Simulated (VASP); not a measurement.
# NbCd3 (Pm-3m) in VASP: notebook

The runs below take NbCd3 through single point, relaxation of cell and atoms, with PBE.

Program: VASP 6.6.1. These are calculated values, not measurements. Logs are shortened: lines on timing, memory, paths and dates and some standing lists are left out, and cuts for length are marked.

## Step 1: The cell of the first run

Symmetry: Pm-3m, No. 221, cubic system. The conventional cell has a = 4.308 Å, b = 4.308 Å, c = 4.308 Å, α = 90.00°, β = 90.00°, γ = 90.00°. Within 4.0 Å of Nb (site symmetry m-3m) lie 12 Cd at 3.05 Å. Cd (site symmetry 4/mmm) has 4 Nb at 3.05 Å and 8 Cd at 3.05 Å within 4.0 Å.

## Step 2: Single point, PBE

Contents of INCAR:

```
PREC = Accurate
ENCUT = 520
EDIFF = 1E-6
ISMEAR = 0
SIGMA = 0.1
LREAL = False
LASPH = True
NELM = 80
ALGO = Normal
ISIF = 2
LWAVE = False
LCHARG = True
GGA = PE
LELF = True
LVHAR = True
NBANDS = 32
```

Contents of KPOINTS:

```
Automatic mesh
0
Gamma
  5 5 5
```

Contents of POSCAR:

```
NbCd3
1.0
    4.3084335124      0.0000000000      0.0000000000
    0.0000000000      4.3084335124      0.0000000000
    0.0000000000      0.0000000000      4.3084335124
Nb Cd
1 3
Direct
    0.0000000000      0.0000000000      0.0000000000
    0.0000000000      0.5000000000      0.5000000000
    0.5000000000      0.0000000000      0.5000000000
    0.5000000000      0.5000000000      0.0000000000
```

Potentials or basis: VASP PAW PBE potentials, release 64 (Nb_sv, Cd).

Started as:

```
$ cat potpaw_PBE.64/Nb_sv/POTCAR potpaw_PBE.64/Cd/POTCAR > POTCAR
$ mpirun -np 1 vasp_std > vasp.out
```

OUTCAR:

```text
PREC = Accurate
   ENCUT = 520
   EDIFF = 1E-6
   ISMEAR = 0
   LREAL = False
   LASPH = True
   NELM = 80
   ISIF = 2
   GGA = PE

 ion  position               nearest neighbor table
   1  0.000  0.000  0.000-   2 3.05   3 3.05   4 3.05   2 3.05   3 3.05   2 3.05   4 3.05   2 3.05
                             3 3.05   4 3.05   3 3.05   4 3.05
   2  0.000  0.500  0.500-   1 3.05   3 3.05   4 3.05   1 3.05   4 3.05   1 3.05   3 3.05   1 3.05
                             3 3.05   4 3.05   4 3.05   3 3.05
   3  0.500  0.000  0.500-   1 3.05   2 3.05   4 3.05   1 3.05   4 3.05   2 3.05   4 3.05   4 3.05
                             1 3.05   2 3.05   1 3.05   2 3.05
   4  0.500  0.500  0.000-   1 3.05   2 3.05   3 3.05   2 3.05   3 3.05   1 3.05   3 3.05   3 3.05
                             1 3.05   2 3.05   2 3.05   1 3.05

  LATTYP: Found a simple cubic cell.
 ALAT       =     4.3084335124

  Lattice vectors:

 A1 = (   4.3084335124,   0.0000000000,   0.0000000000)
 A2 = (   0.0000000000,   4.3084335124,   0.0000000000)
 A3 = (   0.0000000000,   0.0000000000,   4.3084335124)

Analysis of symmetry for initial positions (statically):
=====================================================================
 Subroutine PRICEL returns:
 Original cell was already a primitive cell.

 Routine SETGRP: Setting up the symmetry group for a
 simple cubic supercell.

 Subroutine GETGRP returns: Found 48 space group operations
 (whereof 48 operations were pure point group operations)
 out of a pool of 48 trial point group operations.

The static configuration has the point symmetry O_h .

Analysis of symmetry for dynamics (positions and initial velocities):
=====================================================================
 Subroutine PRICEL returns:
 Original cell was already a primitive cell.

 Routine SETGRP: Setting up the symmetry group for a
 simple cubic supercell.

 Subroutine GETGRP returns: Found 48 space group operations
 (whereof 48 operations were pure point group operations)
 out of a pool of 48 trial point group operations.

The dynamic configuration has the point symmetry O_h .

 Subroutine INISYM returns: Found 48 space group operations
 (whereof 48 operations are pure point group operations),
 and found     1 'primitive' translations

----------------------------------------------------------------------------------------

                                     Primitive cell

  volume of cell :      79.9757

  direct lattice vectors                    reciprocal lattice vectors
     4.308433512  0.000000000  0.000000000     0.232102920  0.000000000  0.000000000
     0.000000000  4.308433512  0.000000000     0.000000000  0.232102920  0.000000000
     0.000000000  0.000000000  4.308433512     0.000000000  0.000000000  0.232102920

  length of vectors
     4.308433512  4.308433512  4.308433512     0.232102920  0.232102920  0.232102920

  position of ions in fractional coordinates (direct lattice)
     0.000000000  0.000000000  0.000000000
     0.000000000  0.500000000  0.500000000
     0.500000000  0.000000000  0.500000000
     0.500000000  0.500000000  0.000000000

  ion indices of the primitive-cell ions
   primitive index   ion index
                 1           1
                 2           2
                 3           3
                 4           4

----------------------------------------------------------------------------------------

 KPOINTS: Automatic mesh

Automatic generation of k-mesh.
 Grid dimensions read from file:
 generate k-points for:    5    5    5

 Generating k-lattice:

  Cartesian coordinates                     Fractional coordinates (reciprocal lattice)
     0.046420584  0.000000000  0.000000000     0.200000000  0.000000000  0.000000000
     0.000000000  0.046420584  0.000000000     0.000000000  0.200000000  0.000000000
     0.000000000  0.000000000  0.046420584     0.000000000  0.000000000  0.200000000

  Length of vectors
     0.046420584  0.046420584  0.046420584

  Shift w.r.t. Gamma in fractional coordinates (k-lattice)
     0.000000000  0.000000000  0.000000000

 Subroutine IBZKPT returns following result:
 ===========================================

 Found     10 irreducible k-points:

 Following reciprocal coordinates:
            Coordinates               Weight
  0.000000  0.000000  0.000000      1.000000
  0.200000  0.000000  0.000000      6.000000
  0.400000  0.000000  0.000000      6.000000
  0.200000  0.200000  0.000000     12.000000
  0.400000  0.200000  0.000000     24.000000
  0.400000  0.400000  0.000000     12.000000
  0.200000  0.200000  0.200000      8.000000
  0.400000  0.200000  0.200000     24.000000
  0.400000  0.400000  0.200000     24.000000
  0.400000  0.400000  0.400000      8.000000
   k-points           NKPTS =     10   k-points in BZ     NKDIM =     10   number of bands    NBANDS=     32
   number of dos      NEDOS =    301   number of ions     NIONS =      4
   total plane-waves  NPLWV =  32768
   dimension x,y,z NGX =    32 NGY =   32 NGZ =   32
   dimension x,y,z NGXF=    64 NGYF=   64 NGZF=   64
   ions per type =               1   3
   NGX,Y,Z   is equivalent  to a cutoff of  12.35, 12.35, 12.35 a.u.
   NGXF,Y,Z  is equivalent  to a cutoff of  24.70, 24.70, 24.70 a.u.
 SYSTEM =  unknown system
   PREC   = accura    normal or accurate (medium, high low for compatibility)
   ISTART =      0    job   : 0-new  1-cont  2-samecut
   ICHARG =      2    charge: 1-file 2-atom 10-const
   ISPIN  =      1    spin polarized calculation?
   LNONCOLLINEAR =      F non collinear calculations
   LSORBIT =      F    spin-orbit coupling
   LASPH  =      T    aspherical Exc in radial PAW
   ENCUT  =  520.0 eV  38.22 Ry    6.18 a.u.   8.01  8.01  8.01*2*pi/ulx,y,z
   NELM   =     80;   NELMIN=  2; NELMDL= -5     # of ELM steps
   EDIFF  = 0.1E-05   stopping-criterion for ELM
   LREAL  =      F    real-space projection
   EDIFFG = 0.1E-04   stopping-criterion for IOM
   NSW    =      0    number of steps for IOM
   IBRION =     -1    ionic relax: 0-MD 1-quasi-New 2-CG
   NFREE  =      0    steps in history (QN), initial steepest desc. (CG)
   ISIF   =      2    stress and relaxation
   ISYM   =      2    0-nonsym 1-usesym 2-fastsym
   POTIM  = 0.5000    time-step for ionic-motion
   TEBEG  =    0.0;   TEEND  =   0.0 temperature during run
   PSTRESS=    0.0 pullay stress
   NELECT =      49.0000    total number of electrons
   NUPDOWN=      -1.0000    fix difference up-down
   EMIN   =  10.00;   EMAX   =-10.00  energy-range for DOS
   EFERMI =   0.00;   METHOD = LEGACY
   ISMEAR =     0;   SIGMA  =   0.10  broadening in eV -4-tet -1-fermi 0-gaus
   EFERMI_NEDOS =   21; number of points for ismear=-14 and -15
   IALGO  =     38    algorithm
   IMIX   =      4    mixing-type and parameters
     AMIX     =   0.40;   BMIX     =  1.00
     AMIX_MAG =   1.60;   BMIX_MAG =  1.00
  volume/ion in A,a.u.               =      19.99       134.93
  Fermi-wavevector in a.u.,A,eV,Ry     =   1.390446  2.627562 26.304689  1.933340
  Thomas-Fermi vector in A             =   2.514380
   LORBIT       =      0    0 simple, 1 ext, 2 COOP (PROOUT), +10 PAW based schemes
   GGA     = PE    functional components
   LHFCALC =     F    Hartree Fock is set to
   AEXX    =    0.0000 exact exchange contribution
   IVDW    =     0    specifies the selected vdW correction
   LEPSILON=     F    determine dielectric tensor
   LRPA    =     F    only Hartree local field effects (RPA)
 non-spin polarized calculation
 Gauss-broadening in eV      SIGMA  =   0.10
  energy-cutoff  :      520.00
  volume of cell :       79.98
 maximum number of plane-waves:      2188
   NGX = 17   NGY = 17   NGZ = 17

 number of electron      48.9999972 magnetization

 Free energy of the ion-electron system (eV)
  ---------------------------------------------------
  ext. energy  EPLUGINS =         0.00000000
  ---------------------------------------------------
  free energy    TOTEN  =       -11.85320756 eV

  energy without entropy =      -11.82928198  energy(sigma->0) =      -11.84124477

 E-fermi :   4.5372     XC(G=0): -11.5980

 val. band max:        4.5347761676   @ k =   0.2000   0.2000   0.2000
 cond. band min:       4.9494662227   @ k =   0.0000   0.0000   0.0000
 fundamental gap:      0.4146900551
 Fermi energy:         4.5371848464

 k-point     1 :       0.0000    0.0000    0.0000
  band No.  band energies     occupation
      1     -50.3282      2.00000
      2     -26.3748      2.00000
      3     -26.3748      2.00000
      4     -26.3748      2.00000
      5      -4.7332      2.00000
      6      -4.5492      2.00000
[... 24 lines left out ...]
     31      10.0683      0.00000
     32      12.0734      0.00000

 k-point     2 :       0.2000    0.0000    0.0000
  band No.  band energies     occupation
      1     -50.3280      2.00000
      2     -26.3805      2.00000
      3     -26.3750      2.00000
      4     -26.3750      2.00000
      5      -4.6132      2.00000
      6      -4.5036      2.00000
[... 24 lines left out ...]
     31      11.9772      0.00000
     32      11.9806      0.00000

 k-point     3 :       0.4000    0.0000    0.0000
  band No.  band energies     occupation
      1     -50.3277      2.00000
      2     -26.3897      2.00000
      3     -26.3753      2.00000
      4     -26.3753      2.00000
      5      -4.4156      2.00000
      6      -4.3608      2.00000
[... 24 lines left out ...]
     31      10.4019      0.00000
     32      10.4019      0.00000

 k-point     4 :       0.2000    0.2000    0.0000
  band No.  band energies     occupation
      1     -50.3279      2.00000
      2     -26.3810      2.00000
      3     -26.3796      2.00000
      4     -26.3751      2.00000
      5      -4.5211      2.00000
      6      -4.4286      2.00000
[... 164 lines left out ...]
     31      11.4186      0.00000
     32      12.2034      0.00000

 k-point     9 :       0.4000    0.4000    0.2000
  band No.  band energies     occupation
      1     -50.3273      2.00000
      2     -26.3870      2.00000
      3     -26.3864      2.00000
      4     -26.3793      2.00000
      5      -4.3269      2.00000
      6      -4.1846      2.00000
[... 24 lines left out ...]
     31       9.6838      0.00000
     32      11.5213      0.00000

 k-point    10 :       0.4000    0.4000    0.4000
  band No.  band energies     occupation
      1     -50.3271      2.00000
      2     -26.3858      2.00000
      3     -26.3850      2.00000
      4     -26.3850      2.00000
      5      -4.4089      2.00000
      6      -4.3641      2.00000
[... 24 lines left out ...]
     31       8.6495      0.00000
     32       9.6706      0.00000

------------------------ aborting loop because EDIFF is reached ----------------------------------------

  FORCE on cell =-STRESS in cart. coord.  units (eV):
  Direction    XX          YY          ZZ          XY          YZ          ZX
  --------------------------------------------------------------------------------------
  -------------------------------------------------------------------------------------
  Total        0.1971317      0.1971317      0.1971317      0.0000000      0.0000000      0.0000000
  in kB        3.9491981      3.9491981      3.9491981      0.0000000      0.0000000      0.0000000
  external PRESSURE =       3.9491981 kB  Pullay stress =       0.0000000 kB

 VOLUME and BASIS-vectors are now :
 -----------------------------------------------------------------------------
  energy-cutoff  :      520.00
  volume of cell :       79.98
      direct lattice vectors                 reciprocal lattice vectors
     4.308433512  0.000000000  0.000000000     0.232102920  0.000000000  0.000000000
     0.000000000  4.308433512  0.000000000     0.000000000  0.232102920  0.000000000
     0.000000000  0.000000000  4.308433512     0.000000000  0.000000000  0.232102920

 POSITION                                       TOTAL-FORCE (eV/Angst)
 -----------------------------------------------------------------------------------
      0.00000      0.00000      0.00000         0.000000      0.000000      0.000000
      0.00000      2.15422      2.15422         0.000000      0.000000      0.000000
      2.15422      0.00000      2.15422         0.000000      0.000000      0.000000
      2.15422      2.15422      0.00000         0.000000      0.000000      0.000000
 -----------------------------------------------------------------------------------
    total drift:                                0.000000     -0.000000     -0.000000

  FREE ENERGIE OF THE ION-ELECTRON SYSTEM (eV)
  ---------------------------------------------------
  free  energy   TOTEN  =       -11.8532075552 eV

  energy  without entropy=      -11.8292819819  energy(sigma->0) =      -11.84124477
```

Run time: 39 s. Hardware: 1 thread of AMD EPYC 7R13, shared host; peak memory 0.15 GiB.

What came out:

```yaml
Free_energy: -11.8532 eV
Pressure: 0.4 GPa
```

Levels at points of the mesh, in eV from the Fermi level:
```
           k point  band 20  band 21  band 22  band 23  band 24  band 25  band 26  band 27  band 28  band 29
(0.00, 0.00, 0.00)    -7.42    -0.81    -0.81     0.41     0.41     0.41     1.28     1.28     1.28     5.30
```

## Step 3: Relaxation of cell and atoms, PBE

This run uses another cell than the first one, of 18.72 Å³/atom, 0.936 times its volume.

Contents of INCAR:

```
PREC = Accurate
ENCUT = 600
EDIFF = 1E-7
ISMEAR = 0
SIGMA = 0.1
LREAL = F
LASPH = T
NELM = 60
ALGO = Normal
ISIF = 3
LWAVE = F
LCHARG = F
GGA = PE
IBRION = 2
NSW = 80
EDIFFG = -0.01
```

KPOINTS is that of step 2.

Contents of POSCAR:

```
NbCd3
1.0
    4.2150000000      0.0000000000      0.0000000000
    0.0000000000      4.2150000000      0.0000000000
    0.0000000000      0.0000000000      4.2150000000
Nb Cd
1 3
Direct
    0.0000000000      0.0000000000      0.0000000000
    0.0000000000      0.5000000000      0.5000000000
    0.5000000000      0.0000000000      0.5000000000
    0.5000000000      0.5000000000      0.0000000000
```

Potentials or basis: VASP PAW PBE potentials, release 64 (Nb_sv, Cd).

Started as:

```
$ cat potpaw_PBE.64/Nb_sv/POTCAR potpaw_PBE.64/Cd/POTCAR > POTCAR
$ mpirun -np 1 vasp_std > vasp.out
```

Wall time 2.5 min (1 thread of AMD EPYC 7R13, shared host); peak memory 0.19 GiB.

It converged, with:

* Free energy: -11.8489 eV
* Relaxed volume: 20.07 Å³/atom
* Relaxed cell: a = 4.314 Å, b = 4.314 Å, c = 4.314 Å, α = 90.00°, β = 90.00°, γ = 90.00°
* Space group after relaxing (to 0.05 Å): Pm-3m (No. 221)
* Energy gained by relaxing: 30.2 meV/atom
* Ionic steps: 3
* Pressure after relaxing: 0.0 GPa

The path:
```
step  energy change (eV)  largest force (eV/Å)  pressure (GPa)  volume (Å³)
   1              0.0000                0.0000            7.74        74.88
   2             -0.0441                0.0000           -4.74        85.12
   3             -0.1207                0.0000           -0.03        80.28
```

Final structure:
```
Nb Cd
1.0
     4.31394    0.00000    0.00000
     0.00000    4.31394    0.00000
     0.00000    0.00000    4.31394
Nb Cd
1 3
Direct
  0.00000 0.00000 0.00000
  0.00000 0.50000 0.50000
  0.50000 0.00000 0.50000
  0.50000 0.50000 0.00000
```

Levels at points of the mesh, in eV from the Fermi level:
```csv
k point,band 22,band 23,band 24,band 25,band 26,band 27
"(0.00, 0.00, 0.00)",-0.81,0.41,0.41,0.41,1.27,1.27
```
